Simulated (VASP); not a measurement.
Set up this calculation in VASP 6.6.1, as the native input.

* Task: single point
* Functional: PBEsol
* Potentials or basis: VASP PAW PBE potentials, release 64 (Ni, Al, N)
* Cutoff: 520 eV
* k mesh: 10 × 10 × 1
* Occupations: gaussian, width 0.1 eV
* Spin: no spin polarisation
* Dipole correction: yes
* Further INCAR settings: ALGO = Normal; EDIFF = 1e-06; NBANDS = 31

The structure of Al3Ni3N lies in POSCAR:

```
Al3Ni3N
1.0
    2.8621655562      0.0000000000      0.0000000000
    0.0000000000      2.8621655562      0.0000000000
    0.0000000000      0.0000000000     26.1554138905
Ni Al N
3 3 1
Direct
    0.5000000000      0.5000000000      0.3249805198
    0.5000000000      0.5000000000      0.4344097021
    0.5000000000      0.5000000000      0.5461082211
    0.0000000000      0.0000000000      0.3796951109
    0.0000000000      0.0000000000      0.4892465812
    0.0000000000      0.0000000000      0.5974673309
    0.3333333333      0.3333333333      0.6455133235
```

One way to write it, as run:

INCAR

```
PREC = Accurate
ENCUT = 520
EDIFF = 1E-6
ISMEAR = 0
SIGMA = 0.1
LREAL = F
LASPH = T
NELM = 60
ALGO = Normal
ISIF = 2
LWAVE = F
LCHARG = F
LDIPOL = T
IDIPOL = 3
DIPOL = 0.5 0.5 0.488
GGA = PS
NBANDS = 31
```

KPOINTS

```
Automatic mesh
0
Gamma
  10 10 1
```

Potentials or basis: VASP PAW PBE potentials, release 64 (Ni, Al, N).

The run is started by

```console
$ cat potpaw_PBE.64/Ni/POTCAR potpaw_PBE.64/Al/POTCAR potpaw_PBE.64/N/POTCAR > POTCAR
$ mpirun -np 1 vasp_std > vasp.out
```

Results of the run:

The largest force is 2.891 eV/Å and the band gap on the k mesh is zero (bands 22 and 23 overlap by 0.59 eV).

Caveat: the PAW data sets were made with another functional, which shifts forces and pressure a little; the run has no spin polarisation, though such a crystal can be magnetic.

Run time: 5.6 min on 1 thread of Intel(R) Xeon(R) 6975P-C (Granite Rapids), on a shared host, peak memory 0.42 GiB.
